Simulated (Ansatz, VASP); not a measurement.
# EuS in VASP and in Ansatz

Contents of INCAR:

```
SYSTEM = EuS
PREC = Accurate
ENCUT = 520
EDIFF = 1E-8
ISMEAR = 0
SIGMA = 0.05
LREAL = .False.
LASPH = .True.
NELM = 200
ALGO = Normal
ISIF = 2
LWAVE = .False.
LCHARG = .False.
ISPIN = 2
MAGMOM = 7.4 0
LORBIT = 11
LMAXMIX = 6
GGA = PE
LEFG = .True.
NBANDS = 22
GGA_COMPAT = .False.
```

Contents of KPOINTS:

```
Automatic mesh
0
Gamma
  10 10 10
  0 0 0
```

Contents of POSCAR:

```
EuS
1.0
    0.0000000000      2.9252338572      2.9252338572
    2.9252338572      0.0000000000      2.9252338572
    2.9252338572      2.9252338572      0.0000000000
Eu S
1 1
Direct
    0.0000000000      0.0000000000      0.0000000000
    0.5000000000      0.5000000000      0.5000000000
```

Input for Ansatz:

```yaml
crystal:
  lattice:
    - [0.0, 2.9252338572, 2.9252338572]
    - [2.9252338572, 0.0, 2.9252338572]
    - [2.9252338572, 2.9252338572, 0.0]
  atoms:
    - { symbol: Eu, position: [0.0, 0.0, 0.0], spin: 7.4 }
    - { symbol: S, position: [0.5, 0.5, 0.5] }
basis:
  ecutwfc: 420
  ecutrho_ratio: 4
kpoints:
  mp_grid: { grid: [10, 10, 10] }
hamiltonian:
  xc: pbe
scf:
  occupations: { method: gaussian, width: 0.05 }
  lower_state_search: "off"
output:
  forces: true
  stress: true
  eigenvalues: true
  populations: true
  efg:
    contact_densities: true
    quadrupole_moments_barn: { S: -0.0694, Eu: 0.903 }
magnetization:
  spin_polarized: true
checkpoint:
  read: start.run
  write: ck
  compress: false
  write_wavefunctions: false
  write_every: 100000
```

Alike in both runs: task electric field gradients; functional PBE; k mesh 10 × 10 × 10; occupations gaussian, width 0.05 eV; collinear spin.

|  | VASP | Ansatz |
| --- | --- | --- |
| version | VASP 6.6.1 | Ansatz 0.2.0 |
| potentials or method | VASP PAW PBE potentials, release 64 (Eu, S), cutoff 520 eV | scalar-relativistic, plane waves, PAW |
| valence electrons in the cell | 23 | 23 |

|  | VASP | Ansatz | Ansatz less VASP |
| --- | --- | --- | --- |
| gap on the k mesh at the Fermi level (eV) | none | none | - |
| pressure (GPa) | -0.3 | 0.0 | +0.33 |
| net moment per atom (μB) | 3.49 | 3.49 | +0.003 |
| size of the moment on the site where the two differ most (μB) | 6.57 | 6.73 | +0.156 |

Site moments also hang on the region over which each program counts them. A gap of «none» marks a metal or a gap that the smearing closes. Ansatz's warnings: stability check not made.

Neither program's run includes spin-orbit coupling.
